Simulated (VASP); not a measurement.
Runs of VASP 6.6.1 on SiC. The structure is that of space group P6_3mc (No. 186), or close to it. The cells are those of the table. 

```csv
cell,gap on the mesh (eV),pressure (GPa),largest force (eV/Å)
"a = 3.194, b = 3.194, c = 5.242 Å, angles 90.0, 90.0, 120.0°, 4 atoms",2.39,-17.0,0.59
"a = 3.156, b = 3.156, c = 5.179 Å, angles 90.0, 90.0, 120.0°, 4 atoms",2.45,-11.4,0.64
"a = 3.076, b = 3.076, c = 5.048 Å, angles 90.0, 90.0, 120.0°, 4 atoms",(b),(c),0.75
"a = 3.034, b = 3.034, c = 4.980 Å, angles 90.0, 90.0, 120.0°, 4 atoms",2.25,13.7,0.82
"a = 2.992, b = 2.992, c = 4.910 Å, angles 90.0, 90.0, 120.0°, 4 atoms",2.16,25.8,0.89
"a = 2.948, b = 2.948, c = 4.837 Å, angles 90.0, 90.0, 120.0°, 4 atoms",2.07,(a),0.97
```

Alike in all rows: task single point; level PBE; potentials or basis VASP PAW PBE potentials, release 64 (Si, C); no spin polarisation; k mesh 12 × 12 × 4; cutoff (eV) 520; smearing gaussian 0.01 eV.

Task: Fill in the values left out.

Result: (a) 40.6; (b) 2.32; (c) 3.6.

Caveats: the cell stands under pressure (at least some runs); the cell stands under tension (at least some runs).

A k mesh can miss the band edges.
